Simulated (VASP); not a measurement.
# Fe (Im-3m) in VASP: notebook

Fe is run at these levels: PBE; tasks: single point.

All numbers are computed with VASP 6.6.1; they aren't measurements. Logs are shortened: lines on timing, memory, paths and dates and some standing lists are left out, and cuts for length are marked.

### 1 The cell of the first run

It takes space group Im-3m (No. 229, cubic). Conventional cell: a = 2.534 Å, b = 2.534 Å, c = 2.534 Å, α = 90.00°, β = 90.00°, γ = 90.00°. Within 2.9 Å of Fe (site symmetry m-3m) lie 14 Fe at 2.19 to 2.53 Å.

### 2 Single point, PBE, collinear spin, ferromagnetic start

INCAR reads:

```
SYSTEM = Fe
  PREC = Accurate
  ENCUT = 520
  EDIFF = 1E-6
  ISMEAR = -1
  SIGMA = 0.08
  LREAL = .FALSE.
  LASPH = .TRUE.
  NELM = 150
  ALGO = Normal
  ISIF = 2
  LWAVE = .FALSE.
  LCHARG = .FALSE.
  ISPIN = 2
  MAGMOM = 2.5
  LORBIT = 11
  LMAXMIX = 4
  GGA = PE
  NBANDS = 14
```

KPOINTS reads:

```
regular mesh
0
G
  21 21 21
  0 0 0
```

POSCAR reads:

```
Fe
1.0
   -1.2667991583      1.2667991583      1.2667991583
    1.2667991583     -1.2667991583      1.2667991583
    1.2667991583      1.2667991583     -1.2667991583
Fe
1
Direct
    0.0000000000      0.0000000000      0.0000000000
```

Potentials or basis: VASP PAW PBE potentials, release 64 (Fe).

Launch:

```bash
> cat potpaw_PBE.64/Fe/POTCAR > POTCAR
> mpirun -np 1 vasp_std > vasp.out
```

OUTCAR:

```text
SYSTEM = Fe
   PREC = Accurate
   ENCUT = 520
   EDIFF = 1E-6
   ISMEAR = -1
   LREAL = .FALSE.
   LASPH = .TRUE.
   NELM = 150
   ISIF = 2
   ISPIN = 2
   LORBIT = 11
   GGA = PE

 ion  position               nearest neighbor table
   1  0.000  0.000  0.000-

  LATTYP: Found a body centered cubic cell.
 ALAT       =     2.5335983166

  Lattice vectors:

 A1 = (  -1.2667991583,   1.2667991583,   1.2667991583)
 A2 = (   1.2667991583,  -1.2667991583,   1.2667991583)
 A3 = (   1.2667991583,   1.2667991583,  -1.2667991583)

Analysis of symmetry for initial positions (statically):
=====================================================================
 Subroutine PRICEL returns:
 Original cell was already a primitive cell.

 Routine SETGRP: Setting up the symmetry group for a
 body centered cubic supercell.

 Subroutine GETGRP returns: Found 48 space group operations
 (whereof 48 operations were pure point group operations)
 out of a pool of 48 trial point group operations.

The static configuration has the point symmetry O_h .

Analysis of symmetry for dynamics (positions and initial velocities):
=====================================================================
 Subroutine PRICEL returns:
 Original cell was already a primitive cell.

 Routine SETGRP: Setting up the symmetry group for a
 body centered cubic supercell.

 Subroutine GETGRP returns: Found 48 space group operations
 (whereof 48 operations were pure point group operations)
 out of a pool of 48 trial point group operations.

The dynamic configuration has the point symmetry O_h .

Analysis of structural, dynamic, and magnetic symmetry:
=====================================================================
 Subroutine PRICEL returns:
 Original cell was already a primitive cell.

 Routine SETGRP: Setting up the symmetry group for a
 body centered cubic supercell.

 Subroutine GETGRP returns: Found 48 space group operations
 (whereof 48 operations were pure point group operations)
 out of a pool of 48 trial point group operations.

The overall configuration has the point symmetry O_h .

 Subroutine INISYM returns: Found 48 space group operations
 (whereof 48 operations are pure point group operations),
 and found     1 'primitive' translations

----------------------------------------------------------------------------------------

                                     Primitive cell

  volume of cell :       8.1317

  direct lattice vectors                    reciprocal lattice vectors
    -1.266799158  1.266799158  1.266799158     0.000000000  0.394695557  0.394695557
     1.266799158 -1.266799158  1.266799158     0.394695557  0.000000000  0.394695557
     1.266799158  1.266799158 -1.266799158     0.394695557  0.394695557  0.000000000

  length of vectors
     2.194160505  2.194160505  2.194160505     0.558183810  0.558183810  0.558183810

  position of ions in fractional coordinates (direct lattice)
     0.000000000  0.000000000  0.000000000

  ion indices of the primitive-cell ions
   primitive index   ion index
                 1           1

----------------------------------------------------------------------------------------

 KPOINTS: regular mesh

Automatic generation of k-mesh.
 Grid dimensions read from file:
 generate k-points for:   21   21   21

 Generating k-lattice:

  Cartesian coordinates                     Fractional coordinates (reciprocal lattice)
     0.000000000  0.018795027  0.018795027     0.047619048  0.000000000  0.000000000
     0.018795027  0.000000000  0.018795027     0.000000000  0.047619048  0.000000000
     0.018795027  0.018795027  0.000000000     0.000000000  0.000000000  0.047619048

  Length of vectors
     0.026580181  0.026580181  0.026580181

  Shift w.r.t. Gamma in fractional coordinates (k-lattice)
     0.000000000  0.000000000  0.000000000

 Subroutine IBZKPT returns following result:
 ===========================================

 Found    286 irreducible k-points:

 Following reciprocal coordinates:
            Coordinates               Weight
  0.000000  0.000000  0.000000      1.000000
  0.047619  0.000000  0.000000     12.000000
  0.095238  0.000000  0.000000     12.000000
  0.142857  0.000000  0.000000     12.000000
  0.190476  0.000000  0.000000     12.000000
  0.238095  0.000000  0.000000     12.000000
[... 16 lines left out ...]
  0.142857  0.095238  0.000000     48.000000
  0.190476  0.095238  0.000000     48.000000
 [... further k-points ...]
   k-points           NKPTS =    286   k-points in BZ     NKDIM =    286   number of bands    NBANDS=     14
   number of dos      NEDOS =    301   number of ions     NIONS =      1
   total plane-waves  NPLWV =   4096
   dimension x,y,z NGX =    16 NGY =   16 NGZ =   16
   dimension x,y,z NGXF=    32 NGYF=   32 NGZF=   32
   ions per type =               1
   NGX,Y,Z   is equivalent  to a cutoff of  12.12, 12.12, 12.12 a.u.
   NGXF,Y,Z  is equivalent  to a cutoff of  24.25, 24.25, 24.25 a.u.
 SYSTEM =  Fe
   PREC   = accura    normal or accurate (medium, high low for compatibility)
   ISTART =      0    job   : 0-new  1-cont  2-samecut
   ICHARG =      2    charge: 1-file 2-atom 10-const
   ISPIN  =      2    spin polarized calculation?
   LNONCOLLINEAR =      F non collinear calculations
   LSORBIT =      F    spin-orbit coupling
   LASPH  =      T    aspherical Exc in radial PAW
   ENCUT  =  520.0 eV  38.22 Ry    6.18 a.u.   4.08  4.08  4.08*2*pi/ulx,y,z
   NELM   =    150;   NELMIN=  2; NELMDL= -5     # of ELM steps
   EDIFF  = 0.1E-05   stopping-criterion for ELM
   LREAL  =      F    real-space projection
   EDIFFG = 0.1E-04   stopping-criterion for IOM
   NSW    =      0    number of steps for IOM
   IBRION =     -1    ionic relax: 0-MD 1-quasi-New 2-CG
   NFREE  =      0    steps in history (QN), initial steepest desc. (CG)
   ISIF   =      2    stress and relaxation
   ISYM   =      2    0-nonsym 1-usesym 2-fastsym
   POTIM  = 0.5000    time-step for ionic-motion
   TEBEG  =    0.0;   TEEND  =   0.0 temperature during run
   PSTRESS=    0.0 pullay stress
   NELECT =       8.0000    total number of electrons
   NUPDOWN=      -1.0000    fix difference up-down
   EMIN   =  10.00;   EMAX   =-10.00  energy-range for DOS
   EFERMI =   0.00;   METHOD = LEGACY
   ISMEAR =    -1;   SIGMA  =   0.08  broadening in eV -4-tet -1-fermi 0-gaus
   EFERMI_NEDOS =   21; number of points for ismear=-14 and -15
   IALGO  =     38    algorithm
   IMIX   =      4    mixing-type and parameters
     AMIX     =   0.40;   BMIX     =  1.00
     AMIX_MAG =   1.60;   BMIX_MAG =  1.00
  volume/ion in A,a.u.               =       8.13        54.88
  Fermi-wavevector in a.u.,A,eV,Ry     =   1.628210  3.076871 36.069964  2.651068
  Thomas-Fermi vector in A             =   2.720878
   LORBIT       =     11    0 simple, 1 ext, 2 COOP (PROOUT), +10 PAW based schemes
   GGA     = PE    functional components
   LHFCALC =     F    Hartree Fock is set to
   AEXX    =    0.0000 exact exchange contribution
   IVDW    =     0    specifies the selected vdW correction
   LEPSILON=     F    determine dielectric tensor
   LRPA    =     F    only Hartree local field effects (RPA)
 spin polarized calculation
  energy-cutoff  :      520.00
  volume of cell :        8.13
 maximum number of plane-waves:       236
   NGX =  9   NGY =  9   NGZ =  9

 number of electron       8.0000005 magnetization       1.5174057

 Free energy of the ion-electron system (eV)
  ---------------------------------------------------
  ext. energy  EPLUGINS =         0.00000000
  ---------------------------------------------------
  free energy    TOTEN  =        -7.22900278 eV

  energy without entropy =       -7.20597493  energy(sigma->0) =       -7.21748885

 E-fermi :  10.0314     XC(G=0): -15.1275

 val. band max:       10.0184803525   @ k =  -0.4762  -0.4762   0.3333
 cond. band min:      10.0389731653   @ k =  -0.3333   0.3333   0.0952
 fundamental gap:      0.0204928127
 Fermi energy:        10.0313993069

 spin component 1

 k-point     1 :       0.0000    0.0000    0.0000
  band No.  band energies     occupation
      1      -0.5257      1.00000
      2       6.9307      1.00000
      3       6.9307      1.00000
      4       6.9307      1.00000
      5       9.0020      1.00000
      6       9.0020      1.00000
      7      38.2530      0.00000
      8      38.2530      0.00000
      9      38.2530      0.00000
     10      45.9893      0.00000
     11      45.9893      0.00000
     12      50.9138      0.00000
     13      50.9138      0.00000
     14      50.9138      0.00000
[... 375 lines left out ...]
 k-point    24 :       0.1905    0.0952    0.0000
  band No.  band energies     occupation
      1       2.3426      1.00000
      2       6.0388      1.00000
      3       6.3728      1.00000
      4       8.5468      1.00000
      5       9.1557      0.99998
      6       9.3047      0.99989
      7      30.5788      0.00000
      8      33.5085      0.00000
      9      39.2510      0.00000
     10      40.4869      0.00000
     11      45.8526      0.00000
     12      47.8002      0.00000
     13      53.1186      0.00000
     14      54.5413      0.00000

 [... further k-points ...]

 spin component 2

 k-point     1 :       0.0000    0.0000    0.0000
  band No.  band energies     occupation
      1      -0.3082      1.00000
      2       8.1385      1.00000
      3       8.1386      1.00000
      4       8.1386      1.00000
      5      11.1322      0.00000
      6      11.1323      0.00000
      7      38.1777      0.00000
      8      38.1777      0.00000
      9      38.1777      0.00000
     10      46.3297      0.00000
     11      46.3297      0.00000
     12      51.4109      0.00000
     13      51.4109      0.00000
     14      51.4109      0.00000
[... 375 lines left out ...]
 k-point    24 :       0.1905    0.0952    0.0000
  band No.  band energies     occupation
      1       2.6537      1.00000
      2       7.1749      1.00000
      3       7.5232      1.00000
      4      10.4140      0.00831
      5      10.4881      0.00331
      6      11.4118      0.00000
      7      31.1170      0.00000
      8      33.8411      0.00000
      9      39.4641      0.00000
     10      40.9734      0.00000
     11      46.1759      0.00000
     12      48.3360      0.00000
     13      53.4494      0.00000
     14      55.0412      0.00000

 [... further k-points ...]

------------------------ aborting loop because EDIFF is reached ----------------------------------------

  FORCE on cell =-STRESS in cart. coord.  units (eV):
  Direction    XX          YY          ZZ          XY          YZ          ZX
  --------------------------------------------------------------------------------------
  -------------------------------------------------------------------------------------
  Total        7.0716599      7.0716599      7.0716599      0.0000000      0.0000000     -0.0000000
  in kB     1393.3129021   1393.3129021   1393.3129021      0.0000000      0.0000000     -0.0000000
  external PRESSURE =    1393.3129021 kB  Pullay stress =       0.0000000 kB

 VOLUME and BASIS-vectors are now :
 -----------------------------------------------------------------------------
  energy-cutoff  :      520.00
  volume of cell :        8.13
      direct lattice vectors                 reciprocal lattice vectors
    -1.266799158  1.266799158  1.266799158     0.000000000  0.394695557  0.394695557
     1.266799158 -1.266799158  1.266799158     0.394695557  0.000000000  0.394695557
     1.266799158  1.266799158 -1.266799158     0.394695557  0.394695557  0.000000000

 POSITION                                       TOTAL-FORCE (eV/Angst)
 -----------------------------------------------------------------------------------
      0.00000      0.00000      0.00000        -0.000000      0.000000      0.000000
 -----------------------------------------------------------------------------------
    total drift:                                0.000000      0.000000     -0.000000

  FREE ENERGIE OF THE ION-ELECTRON SYSTEM (eV)
  ---------------------------------------------------
  free  energy   TOTEN  =        -7.2290027823 eV

  energy  without entropy=       -7.2059749265  energy(sigma->0) =       -7.21748885

 total charge

# of ion       s       p       d       tot
------------------------------------------
    1        0.664   0.905   6.655   8.224

 magnetization (x)

# of ion       s       p       d       tot
------------------------------------------
    1       -0.010  -0.047   1.526   1.468
```

It took 17 s on 1 thread of Intel Xeon 6975P-C (Granite Rapids), shared host; peak memory 0.16 GiB.

Results:

```yaml
Free_energy: -7.2290 eV
Pressure: 139.3 GPa
Net_moment: 1.52 μB per cell
Site_moments: Fe +1.47 μB
```

Levels at points of the mesh, in eV from the Fermi level:
Spin up:
```
           k point  band 2  band 3  band 4  band 5  band 6  band 7  band 8  band 9
(0.00, 0.00, 0.00)   -3.10   -3.10   -3.10   -1.03   -1.03   28.22   28.22   28.22
```
Spin down:
| k point | band 1 | band 2 | band 3 | band 4 | band 5 | band 6 | band 7 |
| --- | --- | --- | --- | --- | --- | --- | --- |
| (0.00, 0.00, 0.00) | -10.34 | -1.89 | -1.89 | -1.89 | 1.10 | 1.10 | 28.15 |

Caveat: the cell stands under pressure.

### 3 Single point, PBE, collinear spin, ferromagnetic start

This run uses another cell than the first one, of 11.34 Å³/atom.

INCAR reads:

```
SYSTEM = Fe
  PREC = Accurate
  ENCUT = 520
  EDIFF = 1E-6
  ISMEAR = -1
  SIGMA = 0.08
  LREAL = .False.
  LASPH = .True.
  NELM = 150
  ALGO = Normal
  ISIF = 2
  LWAVE = .False.
  LCHARG = .False.
  ISPIN = 2
  MAGMOM = 2.5
  LORBIT = 11
  LMAXMIX = 4
  GGA = PE
  NBANDS = 14
```

KPOINTS reads:

```
Automatic mesh
0
Gamma
  21 21 21
  0 0 0
```

POSCAR reads:

```
Fe
1.0
   -1.4153531120      1.4153531120      1.4153531120
    1.4153531120     -1.4153531120      1.4153531120
    1.4153531120      1.4153531120     -1.4153531120
Fe
1
Direct
    0.0000000000      0.0000000000      0.0000000000
```

Potentials or basis: VASP PAW PBE potentials, release 64 (Fe).

Launch:

```bash
> cat potpaw_PBE.64/Fe/POTCAR > POTCAR
> mpirun -np 1 vasp_std > vasp.out
```

OUTCAR:

```text
SYSTEM = Fe
   PREC = Accurate
   ENCUT = 520
   EDIFF = 1E-6
   ISMEAR = -1
   LREAL = .False.
   LASPH = .True.
   NELM = 150
   ISIF = 2
   ISPIN = 2
   LORBIT = 11
   GGA = PE

 ion  position               nearest neighbor table
   1  0.000  0.000  0.000-

  LATTYP: Found a body centered cubic cell.
 ALAT       =     2.8307062240

  Lattice vectors:

 A1 = (  -1.4153531120,   1.4153531120,   1.4153531120)
 A2 = (   1.4153531120,  -1.4153531120,   1.4153531120)
 A3 = (   1.4153531120,   1.4153531120,  -1.4153531120)

Analysis of symmetry for initial positions (statically):
=====================================================================
 Subroutine PRICEL returns:
 Original cell was already a primitive cell.

 Routine SETGRP: Setting up the symmetry group for a
 body centered cubic supercell.

 Subroutine GETGRP returns: Found 48 space group operations
 (whereof 48 operations were pure point group operations)
 out of a pool of 48 trial point group operations.

The static configuration has the point symmetry O_h .

Analysis of symmetry for dynamics (positions and initial velocities):
[... 605 lines left out ...]
     13      38.9358      0.00000
     14      38.9359      0.00000
[... 379 lines left out ...]
      3       4.9901      0.99998
      4       6.8822      0.00000
      5       7.0542      0.00000
      6       7.6471      0.00000
      7      22.9482      0.00000
      8      25.6416      0.00000
      9      29.6035      0.00000
     10      31.2434      0.00000
     11      35.6330      0.00000
     12      36.6781      0.00000
     13      41.8263      0.00000
     14      42.5755      0.00000

 [... further k-points ...]

------------------------ aborting loop because EDIFF is reached ----------------------------------------

  FORCE on cell =-STRESS in cart. coord.  units (eV):
  Direction    XX          YY          ZZ          XY          YZ          ZX
  --------------------------------------------------------------------------------------
  -------------------------------------------------------------------------------------
  Total       -0.0284344     -0.0284344     -0.0284344      0.0000000     -0.0000000      0.0000000
  in kB       -4.0169873     -4.0169873     -4.0169873      0.0000000     -0.0000000      0.0000000
  external PRESSURE =      -4.0169873 kB  Pullay stress =       0.0000000 kB

 VOLUME and BASIS-vectors are now :
 -----------------------------------------------------------------------------
  energy-cutoff  :      520.00
  volume of cell :       11.34
      direct lattice vectors                 reciprocal lattice vectors
    -1.415353112  1.415353112  1.415353112     0.000000000  0.353268733  0.353268733
     1.415353112 -1.415353112  1.415353112     0.353268733  0.000000000  0.353268733
     1.415353112  1.415353112 -1.415353112     0.353268733  0.353268733  0.000000000

 POSITION                                       TOTAL-FORCE (eV/Angst)
 -----------------------------------------------------------------------------------
      0.00000      0.00000      0.00000        -0.000000      0.000000     -0.000000
 -----------------------------------------------------------------------------------
    total drift:                                0.000000     -0.000000      0.000000

  FREE ENERGIE OF THE ION-ELECTRON SYSTEM (eV)
  ---------------------------------------------------
  free  energy   TOTEN  =        -8.2527466439 eV

  energy  without entropy=       -8.2321887628  energy(sigma->0) =       -8.24246770

 total charge

# of ion       s       p       d       tot
------------------------------------------
    1        0.488   0.542   6.241   7.272

 magnetization (x)

# of ion       s       p       d       tot
------------------------------------------
    1       -0.013  -0.056   2.236   2.167
```

OSZICAR:

```text
N       E                     dE             d eps       ncg     rms          rms(c)
DAV:   1     0.220698175754E+02    0.22070E+02   -0.38377E+03 17432   0.700E+02
DAV:   2    -0.832482009028E+01   -0.30395E+02   -0.27969E+02 17504   0.129E+02
DAV:   3    -0.925228259674E+01   -0.92746E+00   -0.91867E+00 19274   0.234E+01
DAV:   4    -0.925532432222E+01   -0.30417E-02   -0.30414E-02 18680   0.121E+00
DAV:   5    -0.925533832299E+01   -0.14001E-04   -0.14001E-04 19430   0.853E-02    0.114E+01
DAV:   6    -0.833742807892E+01    0.91791E+00   -0.10234E+01 20366   0.371E+01    0.547E+00
DAV:   7    -0.826672310454E+01    0.70705E-01   -0.65297E-01 19838   0.902E+00    0.329E+00
DAV:   8    -0.825988061045E+01    0.68425E-02   -0.78172E-03 19070   0.505E-01    0.141E+00
DAV:   9    -0.825270088561E+01    0.71797E-02   -0.75056E-03 21762   0.423E-01    0.324E-01
DAV:  10    -0.825274016219E+01   -0.39277E-04   -0.81356E-04 18272   0.259E-01    0.109E-01
DAV:  11    -0.825274683153E+01   -0.66693E-05   -0.14212E-04 18956   0.102E-01    0.430E-02
DAV:  12    -0.825274664392E+01    0.18761E-06   -0.34573E-06 18890   0.220E-02
   1 F= -.82527466E+01 E0= -.82424677E+01  d E =-.205579E-01  mag=     2.1706
```

Wall time 29 s (1 thread of Intel Xeon 6975P-C (Granite Rapids), shared host); peak memory 0.18 GiB.

Results:

```yaml
Free_energy: -8.2527 eV
Pressure: -0.4 GPa
Net_moment: 2.17 μB per cell
Site_moments: Fe +2.17 μB
Valence_electrons_inside_the_program's_atomic_spheres: Fe 7.27
```
